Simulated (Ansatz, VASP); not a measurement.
## C: VASP beside Ansatz

```
C
1.0
     2.40304    0.00000    0.00000
    -1.20152    2.08110    0.00000
     0.00000    0.00000    3.48267
C
2
Direct
  0.31928 0.63856 0.00000
  0.68072 0.36144 0.00000
```

Change from the starting cell: mode 6 frozen in at -0.060 Å, equal normal strain along x, y and z -0.0250.

Alike in both runs: task single point; functional PBE; dispersion D3(BJ); k mesh 21 × 21 × 12; occupations gaussian, width 0.15 eV; no spin polarisation.

|  | VASP | Ansatz |
| --- | --- | --- |
| version | VASP 6.6.1 | Ansatz 0.2.0 |
| potentials or method | VASP PAW PBE potentials, release 64 (C), cutoff 520 eV | scalar-relativistic, plane waves, PAW |
| valence electrons in the cell | 8 | 8 |

Ansatz gave:

```
gap on the k mesh at the Fermi level (eV)                     : none
pressure (GPa)                                                : 30.5
traceless stress, the component that is largest in VASP (GPa) : 33.60
rms of the force components (eV/Å)                            : 3.702
```

What did VASP give for the same quantities?

gap on the k mesh at the Fermi level (eV): none; pressure (GPa): 30.9; traceless stress, the component that is largest in VASP (GPa): 33.99; rms of the force components (eV/Å): 3.699.

Atom by atom the forces differ by 0.003 eV/Å (rms over components). A gap of «none» marks a metal or a gap that the smearing closes. Both programs put the cell under a high pressure, so it lies far from rest at this level.
